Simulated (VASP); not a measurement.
Set up this calculation in VASP 6.6.1, as the native input.

```yaml
Task: electric field gradients
Functional: PBEsol
Potentials_or_basis: VASP PAW PBE potentials, release 64 (Rh_pv)
Cutoff: 400 eV
k_mesh: 16 × 16 × 16
Occupations: fermi-dirac, width 0.08 eV
Spin: no spin polarisation
Dipole_correction: no
Further_INCAR_settings: ALGO = Normal; EDIFF = 1e-08; NBANDS = 14
```

The structure of Rh lies in POSCAR:

```
Rh
1.0
    0.0000000000      1.9015500000      1.8445035000
    1.9015500000      0.0000000000      1.8445035000
    1.9015500000      1.9015500000      0.0000000000
Rh
1
Direct
    0.0000000000      0.0000000000      0.0000000000
```

This cell differs from its parent crystal: zz strain of -3 %.

One way to write it, as run:

INCAR

```
  PREC = Accurate
  ENCUT = 400
  EDIFF = 1E-8
  ISMEAR = -1
  SIGMA = 0.08
  LREAL = F
  LASPH = T
  NELM = 120
  ALGO = Normal
  ISIF = 2
  LWAVE = F
  LCHARG = F
  GGA = PS
  LEFG = T
  NBANDS = 14
  GGA_COMPAT = F
```

KPOINTS

```
regular mesh
0
Gamma
  16 16 16
```

Potentials or basis: VASP PAW PBE potentials, release 64 (Rh_pv).

Run with:

```sh
$ cat potpaw_PBE.64/Rh_pv/POTCAR > POTCAR
$ mpirun -np 1 vasp_std > vasp.out
```

It gave:

```json
{
 "Pressure": "2.8 GPa",
 "Band gap on the k mesh": "zero (an odd number of electrons rules out a gap without spin polarisation)",
 "Largest electric field gradient by atom": "Rh -3.3 V/Å²"
}
```

Caveat: the cell differs from its parent crystal (zz strain of -3 %); without QUAD_EFG the Cq values of the log hold for a quadrupole moment of 1 mb, not for the nuclei; the PAW data sets were made with another functional, which shifts forces and pressure a little.

Run time: 26 s on 1 thread of Intel(R) Xeon(R) Platinum 8375C CPU @ 2.90GHz (Ice Lake), on a shared host, peak memory 0.15 GiB.
